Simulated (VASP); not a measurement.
# Al12HO in VASP: further runs

Runs on Al12HO. Level: PBE. Tasks: single point.

Program: VASP 6.6.1. These are calculated values, not measurements. Logs are shortened: lines on timing, memory, paths and dates and some standing lists are left out, and cuts for length are marked.

## (1) The cell of the first run

The cell holds a slab with vacuum, 14 atoms: a = 5.714 Å, b = 5.714 Å, c = 22.175 Å, α = 90.00°, β = 90.00°, γ = 90.00°.

## (2) Single point, PBE, collinear spin, ferromagnetic start

INCAR reads:

```
PREC = Accurate
ENCUT = 520
EDIFF = 1E-6
ISMEAR = 0
SIGMA = 0.1
LREAL = F
LASPH = T
NELM = 150
ALGO = Normal
ISIF = 2
LWAVE = F
LCHARG = T
ISPIN = 2
MAGMOM = 0 0 0 0 0 0 0 0 0 0 0 0 1 0
LORBIT = 11
LDIPOL = T
IDIPOL = 3
DIPOL = 0.5 0.5 0.292
GGA = PE
LELF = T
LVHAR = T
LVACPOTAV = T
NBANDS = 38
```

KPOINTS reads:

```
Automatic mesh
0
Gamma
  5 5 1
```

POSCAR reads:

```
Al12HO
1.0
    5.7143028096      0.0000000000      0.0000000000
    0.0000000000      5.7143028096      0.0000000000
    0.0000000000      0.0000000000     22.1750227687
Al O H
12 1 1
Direct
    0.2500000000      0.2500000000      0.1803831293
    0.2500000000      0.7500000000      0.1803831293
    0.7500000000      0.2500000000      0.1803831293
    0.7500000000      0.7500000000      0.1803831293
    0.0000000000      0.0000000000      0.2744094920
    0.0000000000      0.5000000000      0.2744094920
    0.5000000000      0.0000000000      0.2744094920
    0.5000000000      0.5000000000      0.2744094920
    0.2500000000      0.2500000000      0.3686590473
    0.2500000000      0.7500000000      0.3686590473
    0.7500000000      0.2500000000      0.3686590473
    0.7500000000      0.7500000000      0.3686590473
    0.5000000000      0.5000000000      0.3776782038
    0.5320271270      0.5320271270      0.4212373846
```

Potentials or basis: VASP PAW PBE potentials, release 64 (Al, O, H).

Launch:

```console
cat potpaw_PBE.64/Al/POTCAR potpaw_PBE.64/O/POTCAR potpaw_PBE.64/H/POTCAR > POTCAR
mpirun -np 1 vasp_std > vasp.out
```

OUTCAR:

```text
PREC = Accurate
   ENCUT = 520
   EDIFF = 1E-6
   ISMEAR = 0
   LREAL = F
   LASPH = T
   NELM = 150
   ISIF = 2
   ISPIN = 2
   LORBIT = 11
   GGA = PE

 ion  position               nearest neighbor table
   1  0.250  0.250  0.180-   2 2.86   3 2.86   2 2.86   3 2.86   7 2.90   8 2.90   5 2.90   6 2.90

   2  0.250  0.750  0.180-   1 2.86   4 2.86   1 2.86   4 2.86   7 2.90   8 2.90   5 2.90   6 2.90

   3  0.750  0.250  0.180-   1 2.86   4 2.86   4 2.86   1 2.86   7 2.90   8 2.90   5 2.90   6 2.90

   4  0.750  0.750  0.180-   2 2.86   3 2.86   3 2.86   2 2.86   7 2.90   8 2.90   5 2.90   6 2.90

   5  0.000  0.000  0.274-   6 2.86   7 2.86   6 2.86   7 2.86   1 2.90   2 2.90   3 2.90   4 2.90
                            11 2.91  12 2.91   9 2.91  10 2.91
   6  0.000  0.500  0.274-   5 2.86   8 2.86   5 2.86   8 2.86   1 2.90   2 2.90   3 2.90   4 2.90
                            11 2.91  12 2.91   9 2.91  10 2.91
   7  0.500  0.000  0.274-   5 2.86   8 2.86   8 2.86   5 2.86   1 2.90   2 2.90   3 2.90   4 2.90
                            11 2.91  12 2.91   9 2.91  10 2.91
   8  0.500  0.500  0.274-  13 2.29   7 2.86   6 2.86   7 2.86   6 2.86   2 2.90   3 2.90   4 2.90
                             1 2.90  12 2.91   9 2.91  10 2.91  11 2.91
   9  0.250  0.250  0.369-  13 2.03  11 2.86  10 2.86  10 2.86  11 2.86   6 2.91   7 2.91   8 2.91
                             5 2.91
  10  0.250  0.750  0.369-  13 2.03  12 2.86   9 2.86   9 2.86  12 2.86   6 2.91   7 2.91   8 2.91
                             5 2.91
  11  0.750  0.250  0.369-  13 2.03  12 2.86   9 2.86  12 2.86   9 2.86   6 2.91   7 2.91   8 2.91
                             5 2.91
  12  0.750  0.750  0.369-  13 2.03  14 2.11  10 2.86  11 2.86  11 2.86  10 2.86   7 2.91   8 2.91
                             5 2.91   6 2.91
  13  0.500  0.500  0.378-  14 1.00  10 2.03  11 2.03  12 2.03   9 2.03   8 2.29
  14  0.532  0.532  0.421-  13 1.00  12 2.11

  LATTYP: Found a simple tetragonal cell.
 ALAT       =     5.7143028096
 C/A-ratio  =     3.8806173750

  Lattice vectors:

 A1 = (   5.7143028096,   0.0000000000,   0.0000000000)
 A2 = (   0.0000000000,   5.7143028096,   0.0000000000)
 A3 = (   0.0000000000,   0.0000000000,  22.1750227687)

Analysis of symmetry for initial positions (statically):
=====================================================================
 Subroutine PRICEL returns:
 Original cell was already a primitive cell.

 Routine SETGRP: Setting up the symmetry group for a
 simple tetragonal supercell.

 Subroutine GETGRP returns: Found  2 space group operations
 (whereof  2 operations were pure point group operations)
 out of a pool of 16 trial point group operations.

The static configuration has the point symmetry C_1h.

Analysis of symmetry for dynamics (positions and initial velocities):
=====================================================================
 Subroutine PRICEL returns:
 Original cell was already a primitive cell.

 Routine SETGRP: Setting up the symmetry group for a
 simple tetragonal supercell.

 Subroutine GETGRP returns: Found  2 space group operations
 (whereof  2 operations were pure point group operations)
 out of a pool of 16 trial point group operations.

The dynamic configuration has the point symmetry C_1h.

Analysis of structural, dynamic, and magnetic symmetry:
=====================================================================
 Subroutine PRICEL returns:
 Original cell was already a primitive cell.

 Routine SETGRP: Setting up the symmetry group for a
 simple tetragonal supercell.

 Subroutine GETGRP returns: Found  2 space group operations
 (whereof  2 operations were pure point group operations)
 out of a pool of 16 trial point group operations.

The overall configuration has the point symmetry C_1h.

 Subroutine INISYM returns: Found  2 space group operations
 (whereof  2 operations are pure point group operations),
 and found     1 'primitive' translations

----------------------------------------------------------------------------------------

                                     Primitive cell

  volume of cell :     724.0867

  direct lattice vectors                    reciprocal lattice vectors
     5.714302810  0.000000000  0.000000000     0.174999476  0.000000000  0.000000000
[... 104 lines left out ...]
   PSTRESS=    0.0 pullay stress
   NELECT =      43.0000    total number of electrons
   NUPDOWN=      -1.0000    fix difference up-down
   EMIN   =  10.00;   EMAX   =-10.00  energy-range for DOS
   EFERMI =   0.00;   METHOD = LEGACY
   ISMEAR =     0;   SIGMA  =   0.10  broadening in eV -4-tet -1-fermi 0-gaus
   EFERMI_NEDOS =   21; number of points for ismear=-14 and -15
   IALGO  =     38    algorithm
   IMIX   =      4    mixing-type and parameters
     AMIX     =   0.40;   BMIX     =  1.00
     AMIX_MAG =   1.60;   BMIX_MAG =  1.00
  volume/ion in A,a.u.               =      51.72       349.03
  Fermi-wavevector in a.u.,A,eV,Ry     =   0.638706  1.206979  5.550428  0.407945
  Thomas-Fermi vector in A             =   1.704136
   LORBIT       =     11    0 simple, 1 ext, 2 COOP (PROOUT), +10 PAW based schemes
   GGA     = PE    functional components
   LHFCALC =     F    Hartree Fock is set to
   AEXX    =    0.0000 exact exchange contribution
   IVDW    =     0    specifies the selected vdW correction
   LEPSILON=     F    determine dielectric tensor
   LRPA    =     F    only Hartree local field effects (RPA)
 spin polarized calculation
 Gauss-broadening in eV      SIGMA  =   0.10
  energy-cutoff  :      520.00
  volume of cell :      724.09
 maximum number of plane-waves:     19529
   NGX = 21   NGY = 21   NGZ = 83

 dipolmoment           0.000000      0.000000      0.000006 electrons x Angstroem

 number of electron      42.9999996 magnetization       0.0000125

 dipolmoment           0.000000      0.000000     -0.089381 electrons x Angstroem

 Free energy of the ion-electron system (eV)
  ---------------------------------------------------
  ext. energy  EPLUGINS =         0.00000000
  ---------------------------------------------------
  free energy    TOTEN  =       -49.67252052 eV

  energy without entropy =      -49.63467717  energy(sigma->0) =      -49.65359884

 E-fermi :  -0.6208     XC(G=0):  -3.8436

 val. band max:       -0.6735332410   @ k =   0.2000   0.0000   0.0000
 cond. band min:      -0.5710186498   @ k =   0.4000   0.0000   0.0000
 fundamental gap:      0.1025145911
 Fermi energy:        -0.6208350544

 spin component 1

 k-point     1 :       0.0000    0.0000    0.0000
  band No.  band energies     occupation
      1     -24.8551      1.00000
      2     -12.4665      1.00000
      3     -10.5380      1.00000
      4     -10.3017      1.00000
      5     -10.0584      1.00000
      6      -8.3293      1.00000
[... 313 lines left out ...]
     32       2.2283      0.00000
     33       2.5331      0.00000
 Fermi energy:        -0.6208350544

 spin component 2

 k-point     1 :       0.0000    0.0000    0.0000
  band No.  band energies     occupation
      1     -24.8551      1.00000
      2     -12.4665      1.00000
      3     -10.5380      1.00000
      4     -10.3017      1.00000
      5     -10.0584      1.00000
      6      -8.3293      1.00000
[... 313 lines left out ...]
     32       2.2283      0.00000
     33       2.5331      0.00000
 [bands above 33 left out]

------------------------ aborting loop because EDIFF is reached ----------------------------------------

  FORCE on cell =-STRESS in cart. coord.  units (eV):
  Direction    XX          YY          ZZ          XY          YZ          ZX
  --------------------------------------------------------------------------------------
  -------------------------------------------------------------------------------------
  Total       -0.4967311     -0.4967311      4.4855295      0.1683413     -0.1300592     -0.1300592
  in kB       -1.0991106     -1.0991106      9.9250733      0.3724866     -0.2877803     -0.2877803
  external PRESSURE =       2.5756174 kB  Pullay stress =       0.0000000 kB

 VOLUME and BASIS-vectors are now :
 -----------------------------------------------------------------------------
  energy-cutoff  :      520.00
  volume of cell :      724.09
      direct lattice vectors                 reciprocal lattice vectors
     5.714302810  0.000000000  0.000000000     0.174999476  0.000000000  0.000000000
     0.000000000  5.714302810  0.000000000     0.000000000  0.174999476  0.000000000
     0.000000000  0.000000000 22.175022769     0.000000000  0.000000000  0.045095782

 POSITION                                       TOTAL-FORCE (eV/Angst)
 -----------------------------------------------------------------------------------
      1.42858      1.42858      4.00000        -0.066720     -0.066720      0.001778
      1.42858      4.28573      4.00000        -0.079842      0.054257      0.010665
      4.28573      1.42858      4.00000         0.054257     -0.079842      0.010665
      4.28573      4.28573      4.00000         0.065412      0.065412      0.006400
      0.00000      0.00000      6.08504        -0.007169     -0.007169     -0.272816
      0.00000      2.85715      6.08504         0.019687     -0.002255      0.228883
      2.85715      0.00000      6.08504        -0.002255      0.019687      0.228883
      2.85715      2.85715      6.08504        -0.010442     -0.010442     -1.606623
      1.42858      1.42858      8.17502        -1.357616     -1.357616     -0.491042
      1.42858      4.28573      8.17502        -1.504579      1.469384     -0.593264
      4.28573      1.42858      8.17502         1.469384     -1.504579     -0.593264
      4.28573      4.28573      8.17502         1.747059      1.747059     -0.736496
      2.85715      2.85715      8.37502        -0.143830     -0.143830      2.843474
      3.04016      3.04016      9.34095        -0.183346     -0.183346      0.962757
 -----------------------------------------------------------------------------------
    total drift:                               -0.000043     -0.000043      0.000540

  FREE ENERGIE OF THE ION-ELECTRON SYSTEM (eV)
  ---------------------------------------------------
  free  energy   TOTEN  =       -49.6725205197 eV

  energy  without entropy=      -49.6346771674  energy(sigma->0) =      -49.65359884

 vacuum level on the upper side and lower side of the slab         3.321         3.816

 total charge

# of ion       s       p       d       tot
------------------------------------------
    1        0.473   0.286   0.000   0.758
    2        0.473   0.284   0.000   0.758
    3        0.473   0.284   0.000   0.758
    4        0.474   0.284   0.000   0.758
    5        0.438   0.330   0.000   0.768
    6        0.422   0.338   0.000   0.760
    7        0.422   0.338   0.000   0.760
    8        0.450   0.322   0.000   0.772
    9        0.462   0.290   0.000   0.752
   10        0.464   0.291   0.000   0.754
   11        0.464   0.291   0.000   0.754
   12        0.465   0.295   0.000   0.760
   13        1.627   3.577   0.000   5.204
   14        0.573   0.119   0.000   0.691
--------------------------------------------------
tot          7.678   7.328   0.000  15.006

 magnetization (x)

# of ion       s       p       d       tot
------------------------------------------
    1        0.000   0.000   0.000   0.000
    2        0.000   0.000   0.000   0.000
    3        0.000   0.000   0.000   0.000
    4        0.000   0.000   0.000   0.000
    5       -0.000   0.000   0.000  -0.000
    6       -0.000   0.000   0.000   0.000
    7       -0.000   0.000   0.000   0.000
    8       -0.000   0.000   0.000  -0.000
    9        0.000   0.000   0.000   0.000
   10        0.000   0.000   0.000   0.000
   11        0.000   0.000   0.000   0.000
   12        0.000   0.000   0.000   0.000
   13       -0.000   0.000   0.000   0.000
   14       -0.000   0.000   0.000  -0.000
--------------------------------------------------
tot          0.000   0.000   0.000   0.000
```

Run time: 23 min. Hardware: 1 thread of Oxide Virtual Turin-like, shared host; peak memory 1 GiB.

Results:

| Property | Result |
| --- | --- |
| Free energy | -49.6725 eV |
| Largest force | 2.851 eV/Å |
| Net moment | 0.00 μB per cell |
| Valence electrons inside the program's atomic spheres | Al 0.76, 0.77, 0.75 (each value once); O 5.20; H 0.69 |

Forces in eV/Å, atoms in the order of the input:
```
Al  -0.067 -0.067  0.002
Al  -0.080  0.054  0.011
Al   0.054 -0.080  0.011
Al   0.065  0.065  0.006
Al  -0.007 -0.007 -0.273
Al   0.020 -0.002  0.229
Al  -0.002  0.020  0.229
Al  -0.010 -0.010 -1.607
Al  -1.358 -1.358 -0.491
Al  -1.505  1.469 -0.593
Al   1.469 -1.505 -0.593
Al   1.747  1.747 -0.736
O   -0.144 -0.144  2.843
H   -0.183 -0.183  0.963
```

Levels at points of the mesh, in eV from the Fermi level:
Spin up:
| k point | band 20 | band 21 | band 22 | band 23 | band 24 | band 25 |
| --- | --- | --- | --- | --- | --- | --- |
| (0.00, 0.00, 0.00) | -0.72 | -0.71 | -0.29 | -0.25 | 0.57 | 0.80 |
Spin down:
| k point | band 18 | band 19 | band 20 | band 21 | band 22 | band 23 | band 24 | band 25 | band 26 | band 27 |
| --- | --- | --- | --- | --- | --- | --- | --- | --- | --- | --- |
| (0.00, 0.00, 0.00) | -1.71 | -0.90 | -0.72 | -0.71 | -0.29 | -0.25 | 0.57 | 0.80 | 0.82 | 1.07 |

## (3) Single point, PBE, collinear spin, ferromagnetic start

INCAR reads:

```
SYSTEM = Al12HO
ALGO     = Normal         ! electronic algorithm
DIPOL    = 0.5 0.5 0.295
EDIFF    = 1E-6           ! SCF threshold, eV
ENCUT    = 520            ! plane-wave cutoff, eV
GGA      = PE             ! functional
IDIPOL   = 3            
ISIF     = 2              ! what is computed and relaxed
ISMEAR   = 0              ! smearing method
ISPIN    = 2              ! spin polarisation
LASPH    = .TRUE.         ! aspherical terms in the spheres
LCHARG   = .FALSE.        ! write CHGCAR
LDIPOL   = .TRUE.       
LORBIT   = 11             ! projections on sites
LREAL    = .FALSE.        ! projectors in reciprocal space
LWAVE    = .FALSE.        ! write WAVECAR
MAGMOM   = 0 0 0 0 0 0 0 0 0 0 0 0 1 0 ! initial moments
NBANDS   = 38             ! bands
NELM     = 150            ! most SCF steps
PREC     = Accurate       ! precision mode
SIGMA    = 0.1            ! smearing width, eV
```

KPOINTS reads:

```
k-points
0
G
  5 5 1
  0 0 0
```

POSCAR, as its differences from that of step 2:

```diff
@@ -20,3 +20,3 @@
     0.7500000000      0.7500000000      0.3686590473
-    0.5000000000      0.5000000000      0.3776782038
-    0.5320271270      0.5320271270      0.4212373846
+    0.5000000000      0.5000000000      0.4160096188
+    0.6237433165      0.6237433165      0.4160096188
```

Potentials or basis: VASP PAW PBE potentials, release 64 (Al, O, H).

Launch:

```console
cat potpaw_PBE.64/Al/POTCAR potpaw_PBE.64/O/POTCAR potpaw_PBE.64/H/POTCAR > POTCAR
mpirun -np 1 vasp_std > vasp.out
```

It took 17 min on 1 thread of Oxide Virtual Turin-like, shared host; peak memory 1 GiB.

Results (log left out):

| Property | Result |
| --- | --- |
| Free energy | -49.8663 eV |
| Largest force | 5.967 eV/Å |
| Net moment | 0.00 μB per cell |
| Valence electrons inside the program's atomic spheres | Al 0.76, 0.77, 0.74, 0.83 (each value once); O 5.04; H 0.79 |

Forces on the atoms (eV/Å):
```
Al   0.047  0.047  0.018
Al  -0.009 -0.036  0.008
Al  -0.036 -0.009  0.008
Al  -0.014 -0.014  0.007
Al  -0.030 -0.030 -0.215
Al   0.003  0.029  0.139
Al   0.029  0.003  0.139
Al   0.010  0.010 -0.191
Al  -0.320 -0.320 -0.161
Al  -0.197  0.054 -0.116
Al   0.054 -0.197 -0.116
Al   3.041  3.041 -4.136
O   -1.444 -1.444  0.450
H   -1.134 -1.134  4.168
```

Levels at points of the mesh, in eV from the Fermi level:
Spin up:
```csv
k point,band 19,band 20,band 21,band 22,band 23,band 24,band 25,band 26
"(0.00, 0.00, 0.00)",-0.84,-0.58,-0.51,-0.37,-0.21,0.22,0.36,0.56
```
Spin down:
| k point | band 18 | band 19 | band 20 | band 21 | band 22 | band 23 | band 24 | band 25 | band 26 | band 27 |
| --- | --- | --- | --- | --- | --- | --- | --- | --- | --- | --- |
| (0.00, 0.00, 0.00) | -1.79 | -0.84 | -0.58 | -0.51 | -0.37 | -0.21 | 0.22 | 0.36 | 0.56 | 1.03 |

## (4) Single point, PBE, collinear spin, ferromagnetic start

INCAR reads:

```
SYSTEM = Al12HO
PREC = Accurate ; ENCUT = 520
EDIFF = 1E-7 ; ISMEAR = 0
SIGMA = 0.1 ; LREAL = .False.
LASPH = .True. ; NELM = 150
ALGO = Normal ; ISIF = 2
LWAVE = .False. ; LCHARG = .True.
ISPIN = 2 ; MAGMOM = 0 0 0 0 0 0 0 0 0 0 0 0 1 0
LORBIT = 11 ; LDIPOL = .True.
IDIPOL = 3 ; DIPOL = 0.5 0.5 0.291
GGA = PE ; LELF = .True.
LVHAR = .True. ; LVACPOTAV = .True.
NBANDS = 38
```

KPOINTS reads:

```
regular mesh
0
Gamma
  5 5 1
  0 0 0
```

POSCAR, as its differences from that of step 3:

```diff
@@ -20,3 +20,3 @@
     0.7500000000      0.7500000000      0.3686590473
-    0.5000000000      0.5000000000      0.4160096188
-    0.6237433165      0.6237433165      0.4160096188
+    0.5000000000      0.5000000000      0.3659533004
+    0.5320271270      0.5320271270      0.4095124812
```

Launch:

```console
cat potpaw_PBE.64/Al/POTCAR potpaw_PBE.64/O/POTCAR potpaw_PBE.64/H/POTCAR > POTCAR
mpirun -np 1 vasp_std > vasp.out
```

Run time: 29 min. Hardware: 1 thread of Oxide Virtual Turin-like, shared host; peak memory 1 GiB.

It converged, with:

| Property | Result |
| --- | --- |
| Free energy | -48.7819 eV |
| Largest force | 3.046 eV/Å |
| Net moment | 0.00 μB per cell |
| Valence electrons inside the program's atomic spheres | Al 0.76, 0.77 (each value once); O 5.25; H 0.69 |

Forces in eV/Å, atoms in the order of the input:
```
Al  -0.073 -0.073  0.020
Al  -0.061  0.060  0.054
Al   0.060 -0.061  0.054
Al   0.049  0.049  0.058
Al  -0.003 -0.003 -0.227
Al   0.025 -0.014  0.158
Al  -0.014  0.025  0.158
Al   0.024  0.024 -1.947
Al  -1.564 -1.564 -0.238
Al  -1.781  1.746 -0.296
Al   1.746 -1.781 -0.296
Al   2.135  2.135 -0.401
O   -0.606 -0.606  1.293
H    0.063  0.063  1.612
```

Levels at points of the mesh, in eV from the Fermi level:
Spin up:
| k point | band 18 | band 19 | band 20 | band 21 | band 22 | band 23 | band 24 | band 25 | band 26 | band 27 |
| --- | --- | --- | --- | --- | --- | --- | --- | --- | --- | --- |
| (0.00, 0.00, 0.00) | -1.60 | -0.93 | -0.78 | -0.76 | -0.18 | -0.12 | 0.54 | 0.97 | 0.98 | 1.10 |
Spin down:
```
           k point  band 19  band 20  band 21  band 22  band 23  band 24  band 25  band 26
(0.00, 0.00, 0.00)    -0.93    -0.78    -0.76    -0.18    -0.12     0.54     0.97     0.98
```

## (5) Summary

| cell | gap on the mesh (eV) | moment (μB) | largest force (eV/Å) |
| --- | --- | --- | --- |
| as given, atomic positions A | none | 0.00 | 2.85 |
| as given, atomic positions B | none | 0.00 | 5.97 |
| as given, atomic positions C | none | 0.00 | 3.05 |

Alike in all rows: task single point; level PBE; potentials or basis VASP PAW PBE potentials, release 64 (Al, O, H); spin collinear, ferromagnetic start; k mesh 5 × 5 × 1; cutoff (eV) 520; smearing gaussian 0.1 eV.

Total energies depend on the potentials used, so only differences within one code and one set of settings carry meaning.
